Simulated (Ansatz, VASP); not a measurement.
# One calculation of ZnB4, two programs

The input INCAR:

```
ALGO = Normal ; EDIFF = 1E-6
EDIFFG = -0.01 ; ENCUT = 600
GGA = PE ; IBRION = 2
ISIF = 3 ; ISMEAR = 0
LASPH = True ; LCHARG = False
LREAL = False ; LWAVE = False
NELM = 100 ; NSW = 100
PREC = Accurate ; SIGMA = 0.1
```

The input KPOINTS:

```
k-points
0
Gamma
  8 8 18
```

The input POSCAR:

```
ZnB4
1.0
    4.8536425032      0.0000000000      0.0000000000
    0.0000000000      4.8536425032      0.0000000000
    0.0000000000      0.0000000000      2.0846944488
Zn B
1 4
Direct
    0.0000000000      0.0000000000      0.5000000000
    0.3211197418      0.3211197418      0.5000000000
    0.6788802582      0.6788802582      0.5000000000
    0.3211197418      0.6788802582      0.5000000000
    0.6788802582      0.3211197418      0.5000000000
```

Input for Ansatz:

```yaml
crystal:
  lattice:
    - [4.8536425032, 0.0, 0.0]
    - [0.0, 4.8536425032, 0.0]
    - [0.0, 0.0, 2.0846944488]
  atoms:
    - { symbol: Zn, position: [0.0, 0.0, 0.5] }
    - { symbol: B, position: [0.3211197418, 0.3211197418, 0.5] }
    - { symbol: B, position: [0.6788802582, 0.6788802582, 0.5] }
    - { symbol: B, position: [0.3211197418, 0.6788802582, 0.5] }
    - { symbol: B, position: [0.6788802582, 0.3211197418, 0.5] }
basis:
  ecutwfc: 420
kpoints:
  mp_grid: { grid: [8, 8, 18] }
hamiltonian:
  xc: pbe
scf:
  occupations: { method: gaussian, width: 0.1 }
output:
  forces: true
  stress: true
  eigenvalues: true
relax:
  adjacent_minimum: "off"
  f_tol: 0.01
  max_steps: 80
  cell: { stress_tol: 0.05 }
```

Alike in both runs: task relaxation of cell and atoms; functional PBE; k mesh 8 × 8 × 18; occupations gaussian, width 0.1 eV; no spin polarisation.

```csv
,VASP,Ansatz
version,VASP 6.6.1,Ansatz 0.2.0
potentials or method,"VASP PAW PBE potentials, release 64 (Zn, B), cutoff 600 eV","scalar-relativistic, plane waves, PAW"
valence electrons in the cell,24,24
```

```tsv
	VASP	Ansatz	Ansatz less VASP
gap on the k mesh at the Fermi level, each at its own relaxed structure (eV)	none	none	-
relaxed volume (Å³/atom)	9.90	9.87	-0.030
relaxed length of the cell vector where the two differ most in proportion (Å)	2.160	2.157	-0.0036
```

A gap of «none» marks a metal or a gap that the smearing closes.
